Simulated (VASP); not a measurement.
A run of VASP 6.6.1 is set up as follows.

The input INCAR:

```
SYSTEM = Cu
  ALGO = Normal
  EDIFF = 1E-6
  ENCUT = 520
  GGA = PS
  ISIF = 2
  ISMEAR = 1
  LASPH = .True.
  LCHARG = .False.
  LREAL = .False.
  LWAVE = .False.
  NBANDS = 12
  NELM = 60
  PREC = Accurate
  SIGMA = 0.1
```

The input KPOINTS:

```
k-points
0
Gamma
  14 14 14
  0 0 0
```

The input POSCAR:

```
Cu
1.0
   -1.4427933200      1.4427933200      1.3760814500
    1.4427933200     -1.4427933200      1.3760814500
    1.4427933200      1.4427933200     -1.3760814500
Cu
1
Direct
    0.0000000000      0.0000000000      0.0000000000
```

Potentials or basis: VASP PAW PBE potentials, release 64 (Cu).

The run is started by

```bash
$ cat potpaw_PBE.64/Cu/POTCAR > POTCAR
$ mpirun -np 1 vasp_std > vasp.out
```

Problem. Predict the pressure.

Solution. -0.7 GPa.

Stress tensor (GPa, compression positive):
```
-0.51  0.00  0.00
 0.00 -0.51  0.00
 0.00  0.00 -1.11
```

Caveat: the PAW data sets were made with another functional, which shifts forces and pressure a little.
